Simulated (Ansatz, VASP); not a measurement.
Bi2Se3: VASP beside Ansatz

The input INCAR:

```
SYSTEM = Bi2Se3
ALGO = Normal
EDIFF = 1E-6
ENCUT = 500
GGA = PE
GGA_COMPAT = .False.
ISIF = 2
ISMEAR = 0
LASPH = .True.
LCHARG = .False.
LREAL = .False.
LWAVE = .False.
NBANDS = 32
NELM = 120
PREC = Accurate
SIGMA = 0.01
```

KPOINTS

```
k-points
0
Gamma
  3 3 3
  0 0 0
```

The input POSCAR:

```
Bi2Se3
1.0
    2.0715000000      1.1959800000      9.5453300000
   -2.0715000000      1.1959800000      9.5453300000
    0.0000000000     -2.3919600000      9.5453300000
Bi Se
2 3
Direct
    0.4008000000      0.4008000000      0.4008000000
    0.5992000000      0.5992000000      0.5992000000
    0.0000000000      0.0000000000      0.0000000000
    0.2117000000      0.2117000000      0.2117000000
    0.7883000000      0.7883000000      0.7883000000
```

Input for Ansatz:

```yaml
crystal:
  lattice:
    - [2.0715, 1.19598, 9.54533]
    - [-2.0715, 1.19598, 9.54533]
    - [0.0, -2.39196, 9.54533]
  atoms:
    - { symbol: Bi, position: [0.4008, 0.4008, 0.4008] }
    - { symbol: Bi, position: [0.5992, 0.5992, 0.5992] }
    - { symbol: Se, position: [0.0, 0.0, 0.0] }
    - { symbol: Se, position: [0.2117, 0.2117, 0.2117] }
    - { symbol: Se, position: [0.7883000000000001, 0.7883000000000001, 0.7883] }
kpoints:
  mp_grid:
    grid: [3, 3, 3]
hamiltonian:
  xc: pbe
scf:
  occupations:
    method: fixed
output:
  eigenvalues: true
```

Alike in both runs: task single point; functional PBE; k mesh 3 × 3 × 3; no spin polarisation.

|  | VASP | Ansatz |
| --- | --- | --- |
| version | VASP 6.6.1 | Ansatz 0.2.0 |
| potentials or method | VASP PAW PBE potentials, release 64 (Bi_d, Se) | plane waves, PAW |
| plane-wave cutoff (eV) | 500 | 420 |
| occupations | gaussian, width 0.01 eV | fixed |
| valence electrons in the cell | 48 | 78 |

```tsv
	VASP	Ansatz	Ansatz less VASP
gap on the k mesh at the Fermi level (eV)	0.24	0.24	+0.001
```

VASP's potentials hold 48 valence electrons a cell and Ansatz's 78, so a difference there can come from the potentials and not from the codes.

The k mesh is coarse, so the values compare programs but aren't converged. Neither program's run includes spin-orbit coupling.
